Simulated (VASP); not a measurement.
The system is Nb.

```
CELL_PARAMETERS angstrom
0.00000 2.08642 2.08642
2.08642 0.00000 2.08642
2.08642 2.08642 0.00000
ATOMIC_POSITIONS crystal
Nb 0.00000 0.00000 0.00000
```

This cell differs from its parent crystal: volume scaled by 0.96.

Program: VASP 6.6.1. Alike in all runs: task single point; cell as given; cutoff (eV) 520.

**Question.** Order these runs on this cell by their pressure, lowest first.
A. level PBE+D3(BJ); potentials or basis VASP PAW PBE potentials, release 64 (Nb_sv); spin non-collinear, zero start, SOC; k mesh 8 × 8 × 8; smearing methfessel-paxton 0.01 eV
B. level PBE; potentials or basis VASP PAW PBE potentials, release 64 (Nb_sv); spin off; k mesh 11 × 11 × 11; smearing fermi-dirac 0.05 eV
C. level LDA; potentials or basis VASP PAW LDA potentials, release 64 (Nb_sv); spin off; k mesh 11 × 11 × 11; smearing fermi-dirac 0.05 eV

**Answer.** C (-4.8 GPa), A (-2.4 GPa), B (4.8 GPa).
